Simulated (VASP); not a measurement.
Here is a VASP 6.6.1 calculation.

File POSCAR:

```
InAs
1.0
    0.0000000000      3.0545904655      3.0545904655
    3.0545904655      0.0000000000      3.0545904655
    3.0545904655      3.0545904655      0.0000000000
In As
1 1
Direct
    0.0000000000      0.0000000000      0.0000000000
    0.2500000000      0.2500000000      0.2500000000
```

File INCAR.step1:

```
SYSTEM = InAs
  ALGO = Normal
  EDIFF = 1E-5
  ENCUT = 520
  GGA = PE
  ISIF = 2
  ISMEAR = -1
  LASPH = .True.
  LCHARG = .False.
  LREAL = .False.
  LWAVE = .True.
  NBANDS = 16
  NELM = 80
  PREC = Accurate
  SIGMA = 0.02
```

Contents of INCAR.step2:

```
SYSTEM = InAs
  AEXX = 0.3
  ALGO = Normal
  EDIFF = 1E-6
  ENCUT = 520
  GGA = PE
  HFSCREEN = 0.2078
  ISIF = 2
  ISMEAR = -1
  ISTART = 1
  LASPH = .True.
  LCHARG = .False.
  LHFCALC = .True.
  LREAL = .False.
  LWAVE = .False.
  NBANDS = 16
  NELM = 80
  PREC = Accurate
  PRECFOCK = Normal
  SIGMA = 0.02
```

The input KPOINTS:

```
k-points
0
Gamma
  4 4 4
  0 0 0
```

Potentials or basis: VASP PAW PBE potentials, release 64 (In_d, As).

Run with:

```console
$ cat potpaw_PBE.64/In_d/POTCAR potpaw_PBE.64/As/POTCAR > POTCAR
$ cp INCAR.step1 INCAR
$ mpirun -np 1 vasp_std > vasp.out
$ cp INCAR.step2 INCAR
$ mpirun -np 1 vasp_std > vasp.out
```

(1) Predict the band gap on the k mesh.

(2) Predict the pressure.

Answers

(1) 0.57 eV.

(2) -0.5 GPa.

Caveat: the k points lie up to 0.45 Å⁻¹ apart; the PAW data sets were made with another functional, which shifts forces and pressure a little; spin-orbit coupling is left out, which moves the levels of the heavy elements.
